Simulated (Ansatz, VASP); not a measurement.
**CaO: VASP beside Ansatz**

The input INCAR:

```
SYSTEM = CaO
  PREC = Accurate
  ENCUT = 520
  EDIFF = 1E-6
  ISMEAR = -1
  SIGMA = 0.05
  LREAL = .False.
  LASPH = .True.
  NELM = 80
  ALGO = Normal
  ISIF = 2
  LWAVE = .False.
  LCHARG = .True.
  GGA = PE
  LELF = .True.
  LVHAR = .True.
  NBANDS = 15
```

Contents of KPOINTS:

```
Automatic mesh
0
Gamma
  11 11 11
  0 0 0
```

File POSCAR:

```
CaO
1.0
    0.0000000000      2.6391936432      2.6391936432
    2.6391936432      0.0000000000      2.6391936432
    2.6391936432      2.6391936432      0.0000000000
Ca O
1 1
Direct
    0.0000000000      0.0000000000      0.0000000000
    0.2500000000      0.2500000000      0.2500000000
```

Input for Ansatz:

```yaml
crystal:
  lattice:
    - [0.0, 2.6391936432, 2.6391936432]
    - [2.6391936432, 0.0, 2.6391936432]
    - [2.6391936432, 2.6391936432, 0.0]
  atoms:
    - { symbol: Ca, position: [0.0, 0.0, 0.0] }
    - { symbol: O, position: [0.25, 0.25, 0.25] }
kpoints:
  mp_grid: { grid: [11, 11, 11] }
scf:
  occupations: { method: fermi_dirac, width: 0.05 }
hamiltonian:
  xc: pbe
  pseudopotentials: { kind: all_electron, lapw: { basis_error: 0.00025 } }
output:
  forces: true
  stress: true
  eigenvalues: true
```

Change from the starting cell: volume scaled by 1.02.

Alike in both runs: task single point; functional PBE; k mesh 11 × 11 × 11; occupations fermi-dirac, width 0.05 eV; no spin polarisation.

|  | VASP | Ansatz |
| --- | --- | --- |
| version | VASP 6.6.1 | Ansatz 0.2.0 |
| potentials or method | VASP PAW PBE potentials, release 64 (Ca_sv, O), cutoff 520 eV | all-electron LAPW, scalar-relativistic |

Ansatz gave:

| Property | Result |
| --- | --- |
| gap on the k mesh at the Fermi level (eV) | 3.22 |
| pressure (GPa) | -1.4 |

Q: Estimate VASP's values.

A: gap on the k mesh at the Fermi level (eV): 3.21; pressure (GPa): -1.0.

Ansatz ran all-electron here, and VASP with PAW potentials.
